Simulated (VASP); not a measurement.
# W4S9 (a cell with a defect): single point with PBE

The system is W4S9 (a cell with a defect).

```
W S
1.0
     3.18775    5.52134    0.00000
     6.37549    0.00000    0.00000
     3.18775    1.84045   -7.47444
W S
4 9
Cartesian
  3.1523 1.8510 -7.4730
  6.3945 1.8517 -7.4745
  4.7731 4.5961 -7.4300
  7.9604 4.5642 -7.4743
  6.3778 3.6696 -5.8765
  9.5434 3.6695 -5.8760
  7.9623 6.4359 -5.9839
  11.1484 6.4496 -5.8761
  3.1550 1.8495 -1.5573
  6.3910 1.8488 -1.5558
  4.7729 4.5962 -1.5448
  7.9613 4.5686 -1.5559
  7.9729 6.4308 -4.0417
```

```
Program                : VASP 6.6.1
Task                   : single point
Functional             : PBE
Potentials or basis    : VASP PAW PBE potentials, release 64 (W_sv, S)
Cutoff                 : 520 eV
k mesh                 : 3 × 3 × 3
Occupations            : gaussian, width 0.02 eV
Spin                   : no spin polarisation
Dipole correction      : no
Further INCAR settings : ALGO = Normal; EDIFF = 1e-06; NBANDS = 67
```

```
Pressure               : 1.7 GPa
Largest force          : 0.186 eV/Å
Band gap on the k mesh : 1.44 eV
```

Forces in eV/Å, atoms in the order of the input:
```
W   -0.012  0.008 -0.005
W    0.013  0.001 -0.006
W   -0.003  0.001  0.003
W    0.007 -0.012 -0.006
S    0.003 -0.002  0.004
S   -0.001  0.001  0.001
S    0.000  0.000  0.186
S   -0.001  0.000  0.001
S   -0.001  0.000  0.000
S    0.001  0.001 -0.004
S    0.002 -0.001 -0.002
S    0.000 -0.001 -0.003
S   -0.009  0.004 -0.169
```

Stress tensor (GPa, compression positive):
```
 1.07  0.00 -0.02
 0.00  1.07  0.01
-0.02  0.01  2.95
```

Levels at points of the mesh, in eV from the valence-band top:
| k point | band 53 | band 54 | band 55 | band 56 | band 57 | band 58 |
| --- | --- | --- | --- | --- | --- | --- |
| (0.00, 0.00, 0.00) | -0.32 | -0.32 | -0.27 | 2.55 | 2.57 | 2.57 |

Wall time 2.5 min on 1 thread of Intel(R) Xeon(R) 6975P-C (Granite Rapids), with other jobs on the host, peak memory 0.45 GiB.

Caveat: spin-orbit coupling is left out, which moves the levels of the heavy elements.
